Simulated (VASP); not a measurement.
# Al12C in VASP: notebook, part 2 of 2

VASP 6.6.1. The steps go on from the part before.

### 3 Single point, PBE

The input, INCAR:

```
  PREC = Accurate
  ENCUT = 520
  EDIFF = 1E-6
  ISMEAR = 0
  SIGMA = 0.1
  LREAL = False
  LASPH = True
  NELM = 60
  ALGO = Normal
  ISIF = 2
  LWAVE = False
  LCHARG = False
  LDIPOL = True
  IDIPOL = 3
  DIPOL = 0.5 0.5 0.318
  GGA = PE
  NBANDS = 32
```

The input, KPOINTS:

```
regular mesh
0
Gamma
  5 5 1
```

The input, POSCAR:

```
Al12C
1.0
    5.7143028096      0.0000000000      0.0000000000
    0.0000000000      5.7143028096      0.0000000000
    0.0000000000      0.0000000000     19.6750228481
Al C
12 1
Direct
    0.2500000000      0.2500000000      0.2033034488
    0.2500000000      0.7500000000      0.2033034488
    0.7500000000      0.2500000000      0.2033034488
    0.7500000000      0.7500000000      0.2033034488
    0.0000000000      0.0000000000      0.3092772432
    0.0000000000      0.5000000000      0.3092772432
    0.5000000000      0.0000000000      0.3092772432
    0.5000000000      0.5000000000      0.3092772432
    0.2500000000      0.2500000000      0.4155025847
    0.2500000000      0.7500000000      0.4155025847
    0.7500000000      0.2500000000      0.4155025847
    0.7500000000      0.7500000000      0.4155025847
    0.5000000000      0.5000000000      0.4187226368
```

Potentials or basis: VASP PAW PBE potentials, release 64 (Al, C).

On the command line:

```
$ cat potpaw_PBE.64/Al/POTCAR potpaw_PBE.64/C/POTCAR > POTCAR
$ mpirun -np 1 vasp_std > vasp.out
```

OUTCAR:

```text
PREC = Accurate
   ENCUT = 520
   EDIFF = 1E-6
   ISMEAR = 0
   LREAL = False
   LASPH = True
   NELM = 60
   ISIF = 2
   GGA = PE

 ion  position               nearest neighbor table
   1  0.250  0.250  0.203-   2 2.86   3 2.86   2 2.86   3 2.86   7 2.90   8 2.90   5 2.90   6 2.90

   2  0.250  0.750  0.203-   1 2.86   4 2.86   1 2.86   4 2.86   7 2.90   8 2.90   5 2.90   6 2.90

   3  0.750  0.250  0.203-   1 2.86   4 2.86   4 2.86   1 2.86   7 2.90   8 2.90   5 2.90   6 2.90

   4  0.750  0.750  0.203-   2 2.86   3 2.86   3 2.86   2 2.86   7 2.90   8 2.90   5 2.90   6 2.90

   5  0.000  0.000  0.309-   6 2.86   7 2.86   6 2.86   7 2.86   1 2.90   2 2.90   3 2.90   4 2.90
                            11 2.91  12 2.91   9 2.91  10 2.91
   6  0.000  0.500  0.309-   5 2.86   8 2.86   5 2.86   8 2.86   1 2.90   2 2.90   3 2.90   4 2.90
                            11 2.91  12 2.91   9 2.91  10 2.91
   7  0.500  0.000  0.309-   5 2.86   8 2.86   8 2.86   5 2.86   1 2.90   2 2.90   3 2.90   4 2.90
                            11 2.91  12 2.91   9 2.91  10 2.91
   8  0.500  0.500  0.309-  13 2.15   7 2.86   6 2.86   7 2.86   6 2.86   2 2.90   3 2.90   4 2.90
                             1 2.90  12 2.91   9 2.91  10 2.91  11 2.91
   9  0.250  0.250  0.416-  13 2.02  11 2.86  10 2.86  10 2.86  11 2.86   6 2.91   7 2.91   8 2.91
                             5 2.91
  10  0.250  0.750  0.416-  13 2.02  12 2.86   9 2.86   9 2.86  12 2.86   6 2.91   7 2.91   8 2.91
                             5 2.91
  11  0.750  0.250  0.416-  13 2.02  12 2.86   9 2.86  12 2.86   9 2.86   6 2.91   7 2.91   8 2.91
                             5 2.91
  12  0.750  0.750  0.416-  13 2.02  11 2.86  10 2.86  11 2.86  10 2.86   6 2.91   7 2.91   8 2.91
                             5 2.91
  13  0.500  0.500  0.419-   9 2.02  10 2.02  11 2.02  12 2.02   8 2.15

  LATTYP: Found a simple tetragonal cell.
 ALAT       =     5.7143028096
 C/A-ratio  =     3.4431186977

  Lattice vectors:

 A1 = (   5.7143028096,   0.0000000000,   0.0000000000)
 A2 = (   0.0000000000,   5.7143028096,   0.0000000000)
 A3 = (   0.0000000000,   0.0000000000,  19.6750228481)

Analysis of symmetry for initial positions (statically):
=====================================================================
 Subroutine PRICEL returns:
 Original cell was already a primitive cell.

 Routine SETGRP: Setting up the symmetry group for a
 simple tetragonal supercell.

 Subroutine GETGRP returns: Found  8 space group operations
 (whereof  8 operations were pure point group operations)
 out of a pool of 16 trial point group operations.

The static configuration has the point symmetry C_4v.

Analysis of symmetry for dynamics (positions and initial velocities):
=====================================================================
 Subroutine PRICEL returns:
 Original cell was already a primitive cell.

 Routine SETGRP: Setting up the symmetry group for a
 simple tetragonal supercell.

 Subroutine GETGRP returns: Found  8 space group operations
 (whereof  8 operations were pure point group operations)
 out of a pool of 16 trial point group operations.

The dynamic configuration has the point symmetry C_4v.

 Subroutine INISYM returns: Found  8 space group operations
 (whereof  8 operations are pure point group operations),
 and found     1 'primitive' translations

----------------------------------------------------------------------------------------

                                     Primitive cell
[... 90 lines left out ...]
   LSORBIT =      F    spin-orbit coupling
   LASPH  =      T    aspherical Exc in radial PAW
   ENCUT  =  520.0 eV  38.22 Ry    6.18 a.u.  10.62 10.62 36.58*2*pi/ulx,y,z
   NELM   =     60;   NELMIN=  2; NELMDL= -5     # of ELM steps
   EDIFF  = 0.1E-05   stopping-criterion for ELM
   LREAL  =      F    real-space projection
   EDIFFG = 0.1E-04   stopping-criterion for IOM
   NSW    =      0    number of steps for IOM
   IBRION =     -1    ionic relax: 0-MD 1-quasi-New 2-CG
   NFREE  =      0    steps in history (QN), initial steepest desc. (CG)
   ISIF   =      2    stress and relaxation
   ISYM   =      2    0-nonsym 1-usesym 2-fastsym
   POTIM  = 0.5000    time-step for ionic-motion
   TEBEG  =    0.0;   TEEND  =   0.0 temperature during run
   PSTRESS=    0.0 pullay stress
   NELECT =      40.0000    total number of electrons
   NUPDOWN=      -1.0000    fix difference up-down
   EMIN   =  10.00;   EMAX   =-10.00  energy-range for DOS
   EFERMI =   0.00;   METHOD = LEGACY
   ISMEAR =     0;   SIGMA  =   0.10  broadening in eV -4-tet -1-fermi 0-gaus
   EFERMI_NEDOS =   21; number of points for ismear=-14 and -15
   IALGO  =     38    algorithm
   IMIX   =      4    mixing-type and parameters
     AMIX     =   0.40;   BMIX     =  1.00
     AMIX_MAG =   1.60;   BMIX_MAG =  1.00
  volume/ion in A,a.u.               =      49.42       333.50
  Fermi-wavevector in a.u.,A,eV,Ry     =   0.648855  1.226158  5.728225  0.421013
  Thomas-Fermi vector in A             =   1.717622
   LORBIT       =      0    0 simple, 1 ext, 2 COOP (PROOUT), +10 PAW based schemes
   GGA     = PE    functional components
   LHFCALC =     F    Hartree Fock is set to
   AEXX    =    0.0000 exact exchange contribution
   IVDW    =     0    specifies the selected vdW correction
   LEPSILON=     F    determine dielectric tensor
   LRPA    =     F    only Hartree local field effects (RPA)
 non-spin polarized calculation
 Gauss-broadening in eV      SIGMA  =   0.10
  energy-cutoff  :      520.00
  volume of cell :      642.45
 maximum number of plane-waves:     17320
   NGX = 21   NGY = 21   NGZ = 73

 dipolmoment           0.000000      0.000000      0.009788 electrons x Angstroem

 number of electron      40.0000001 magnetization

 dipolmoment           0.000000      0.000000     -0.024907 electrons x Angstroem

 Free energy of the ion-electron system (eV)
  ---------------------------------------------------
  ext. energy  EPLUGINS =         0.00000000
  ---------------------------------------------------
  free energy    TOTEN  =       -49.42886716 eV

  energy without entropy =      -49.40879358  energy(sigma->0) =      -49.41883037

 E-fermi :  -0.3138     XC(G=0):  -4.2516

 val. band max:       -0.3180221242   @ k =   0.2000   0.2000   0.0000
 cond. band min:      -0.2314469513   @ k =   0.4000   0.4000   0.0000
 fundamental gap:      0.0865751729
 Fermi energy:        -0.3138096514

 k-point     1 :       0.0000    0.0000    0.0000
  band No.  band energies     occupation
      1     -12.8987      2.00000
      2      -9.8241      2.00000
      3      -7.5047      2.00000
      4      -6.8879      2.00000
      5      -6.8879      2.00000
      6      -5.9401      2.00000
[... 199 lines left out ...]
     31       2.9674      0.00000
     32       3.1569      0.00000

------------------------ aborting loop because EDIFF is reached ----------------------------------------

 vacuum level on the upper side and lower side of the slab       (xc-potential included)        -0.194        -0.059

  FORCE on cell =-STRESS in cart. coord.  units (eV):
  Direction    XX          YY          ZZ          XY          YZ          ZX
  --------------------------------------------------------------------------------------
  -------------------------------------------------------------------------------------
  Total       -6.7444260     -6.7444260     -1.2541610      0.0000000      0.0000000      0.0000000
  in kB      -16.8195290    -16.8195290     -3.1276786      0.0000000      0.0000000      0.0000000
  external PRESSURE =     -12.2555789 kB  Pullay stress =       0.0000000 kB

 VOLUME and BASIS-vectors are now :
 -----------------------------------------------------------------------------
  energy-cutoff  :      520.00
  volume of cell :      642.45
      direct lattice vectors                 reciprocal lattice vectors
     5.714302810  0.000000000  0.000000000     0.174999476  0.000000000  0.000000000
     0.000000000  5.714302810  0.000000000     0.000000000  0.174999476  0.000000000
     0.000000000  0.000000000 19.675022848     0.000000000  0.000000000  0.050825862

 POSITION                                       TOTAL-FORCE (eV/Angst)
 -----------------------------------------------------------------------------------
      1.42858      1.42858      4.00000        -0.058973     -0.058973      0.253670
      1.42858      4.28573      4.00000        -0.058973      0.058973      0.253670
      4.28573      1.42858      4.00000         0.058973     -0.058973      0.253670
      4.28573      4.28573      4.00000         0.058973      0.058973      0.253670
      0.00000      0.00000      6.08504         0.000000     -0.000000     -0.405044
      0.00000      2.85715      6.08504         0.000000     -0.000000     -0.418924
      2.85715      0.00000      6.08504         0.000000     -0.000000     -0.418924
      2.85715      2.85715      6.08504         0.000000     -0.000000     -0.191288
      1.42858      1.42858      8.17502        -0.638159     -0.638159      0.104270
      1.42858      4.28573      8.17502        -0.638159      0.638159      0.104270
      4.28573      1.42858      8.17502         0.638159     -0.638159      0.104270
      4.28573      4.28573      8.17502         0.638159      0.638159      0.104270
      2.85715      2.85715      8.23838         0.000000     -0.000000      0.002422
 -----------------------------------------------------------------------------------
    total drift:                                0.000000      0.000000     -0.000206

  FREE ENERGIE OF THE ION-ELECTRON SYSTEM (eV)
  ---------------------------------------------------
  free  energy   TOTEN  =       -49.4288671645 eV

  energy  without entropy=      -49.4087935841  energy(sigma->0) =      -49.41883037

 vacuum level on the upper side and lower side of the slab         3.789         3.914
```

Run time: 2.2 min. Hardware: 1 thread of Intel Xeon 6975P-C (Granite Rapids), shared host; peak memory 0.59 GiB.

Results:

* Free energy: -49.4289 eV
* Largest force: 0.908 eV/Å
* Band gap on the k mesh: zero (band 20 reaches -0.23 eV, above the bottom of band 21 at -0.79 eV)

Forces in eV/Å, atoms in the order of the input:
```
Al  -0.059 -0.059  0.254
Al  -0.059  0.059  0.254
Al   0.059 -0.059  0.254
Al   0.059  0.059  0.254
Al   0.000  0.000 -0.405
Al   0.000  0.000 -0.419
Al   0.000  0.000 -0.419
Al   0.000  0.000 -0.191
Al  -0.638 -0.638  0.104
Al  -0.638  0.638  0.104
Al   0.638 -0.638  0.104
Al   0.638  0.638  0.104
C    0.000  0.000  0.002
```

Levels at points of the mesh, in eV from the Fermi level:
```tsv
k point	band 17	band 18	band 19	band 20	band 21	band 22	band 23	band 24
(0.00, 0.00, 0.00)	-1.43	-0.96	-0.80	-0.48	-0.48	-0.11	0.64	1.23
```
